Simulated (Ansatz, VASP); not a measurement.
# Re in VASP and in Ansatz

```xyz
1
Lattice="0.0000 1.8170 1.9750 1.8170 0.0000 1.9750 1.8170 1.8170 0.0000" Properties=species:S:1:pos:R:3 pbc="T T T"
Re    0.0000    0.0000    0.0000
```

Change from the starting cell: strain -0.080 along x and y, +0.000 along z, atoms carried along.

Alike in both runs: task single point; functional PBEsol; k mesh 20 × 20 × 20; occupations gaussian, width 0.15 eV; no spin polarisation.

|  | VASP | Ansatz |
| --- | --- | --- |
| version | VASP 6.6.1 | Ansatz 0.2.0 |
| potentials or method | VASP PAW PBE potentials, release 64 (Re), cutoff 520 eV | scalar-relativistic, plane waves, PAW |
| valence electrons in the cell | 7 | 15 |

Ansatz gave:

* gap on the k mesh at the Fermi level (eV): none
* pressure (GPa): 57.8
* traceless stress, the component that is largest in VASP (GPa): -24.09

Question: Estimate VASP's values.

Answer: gap on the k mesh at the Fermi level (eV): none; pressure (GPa): 59.4; traceless stress, the component that is largest in VASP (GPa): -23.83.

VASP's potentials were made for PBE, not for PBEsol. A gap of «none» marks a metal or a gap that the smearing closes. Both programs put the cell under a high pressure, so it lies far from rest at this level. With one functional, cell and mesh, what is left measures potentials, basis and numerics. VASP's potentials hold 7 valence electrons a cell and Ansatz's 15, so a difference there can come from the potentials and not from the codes.

Neither program's run includes spin-orbit coupling.
